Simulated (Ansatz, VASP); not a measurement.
**CuO in VASP and in Ansatz**

INCAR

```
PREC = Accurate
ENCUT = 520
EDIFF = 1E-6
ISMEAR = 0
SIGMA = 0.03
LREAL = False
LASPH = True
NELM = 80
ALGO = Normal
ISIF = 2
LWAVE = False
LCHARG = True
GGA = PE
LELF = True
LVHAR = True
NBANDS = 25
```

KPOINTS

```
regular mesh
0
Gamma
  10 10 5
```

The input POSCAR:

```
CuO
1.0
    2.3418500000     -1.7113000000      0.0000000000
    2.3418500000      1.7113000000      0.0000000000
   -0.8500274268      0.0000000000      5.0578693947
Cu O
2 2
Direct
    0.5000000000      0.0000000000      0.5000000000
    0.0000000000      0.5000000000      0.0000000000
    0.4184000000      0.5816000000      0.7500000000
    0.5816000000      0.4184000000      0.2500000000
```

The input input.yaml:

```yaml
crystal:
  lattice:
    - [2.34185, -1.7113, 0.0]
    - [2.34185, 1.7113, 0.0]
    - [-0.8500274268, 0.0, 5.0578693947]
  atoms:
    - { symbol: Cu, position: [0.5, 0.0, 0.5] }
    - { symbol: Cu, position: [0.0, 0.5, 0.0] }
    - { symbol: O, position: [0.4184, 0.5816, 0.75] }
    - { symbol: O, position: [0.5816, 0.4184, 0.25] }
hamiltonian:
  xc: pbe
  pseudopotentials: { kind: paw }
kpoints:
  mp_grid: { grid: [10, 10, 5] }
scf:
  occupations: { method: gaussian, width: 0.03 }
output:
  forces: true
  stress: true
  eigenvalues: true
```

Alike in both runs: task single point; functional PBE; k mesh 10 × 10 × 5; occupations gaussian, width 0.03 eV; no spin polarisation.

|  | VASP | Ansatz |
| --- | --- | --- |
| version | VASP 6.6.1 | Ansatz 0.2.0 |
| potentials or method | VASP PAW PBE potentials, release 64 (Cu, O) | Ansatz PAW |
| plane-wave cutoff (eV) | 520 | 420 |
| valence electrons in the cell | 34 | 50 |

```tsv
	VASP	Ansatz	Ansatz less VASP
gap on the k mesh at the Fermi level (eV)	none	none	-
pressure (GPa)	6.4	5.7	-0.74
traceless stress, the component that is largest in VASP (GPa)	-1.33	-1.27	+0.063
rms of the force components (eV/Å)	0.089	0.107	+0.0178
```

Atom by atom the forces differ by 0.018 eV/Å (rms over components). A gap of «none» marks a metal or a gap that the smearing closes. VASP's potentials hold 34 valence electrons a cell and Ansatz's 50, so a difference there can come from the potentials and not from the codes.
